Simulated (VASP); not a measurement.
Mg3Sb2, 5 atoms in the cell. Symmetry: P-3m1, No. 164, trigonal system. Conventional cell: a = 4.594 Å, b = 4.594 Å, c = 7.274 Å, α = 90.00°, β = 90.00°, γ = 120.00°. Mg (site symmetry 3m) has 4 Sb at 2.85 to 2.96 Å and 6 Mg at 3.27 to 3.77 Å within 3.8 Å. Mg (site symmetry -3m) has 6 Sb at 3.12 Å and 6 Mg at 3.77 Å within 4.1 Å. Within 3.8 Å of Sb (site symmetry 3m) lie 7 Mg at 2.85 to 3.12 Å. 

| Quantity | Value |
| --- | --- |
| Program | VASP 6.6.1 |
| Task | single point |
| Functional | PBE |
| Potentials or basis | VASP PAW PBE potentials, release 64 (Mg, Sb) |
| Cutoff | 600 eV |
| k mesh | 12 × 12 × 6 |
| Occupations | gaussian, width 0.01 eV |
| Spin | no spin polarisation |
| Dipole correction | no |
| Further INCAR settings | ALGO = Normal; EDIFF = 1e-06; NBANDS = 16 |

Potentials or basis: VASP PAW PBE potentials, release 64 (Mg, Sb).

Command:

```sh
$ cat potpaw_PBE.64/Mg/POTCAR potpaw_PBE.64/Sb/POTCAR > POTCAR
$ mpirun -np 1 vasp_std > vasp.out
```

Hardware: 1 thread of Intel(R) Xeon(R) 6975P-C (Granite Rapids), on a shared host.

**Question.** Estimate the wall time of this run.

**Answer.** Wall time 2.1 min on 1 thread of Intel(R) Xeon(R) 6975P-C (Granite Rapids), on a shared host, peak memory 0.47 GiB. Counts: scf iterations 12, k points 100.
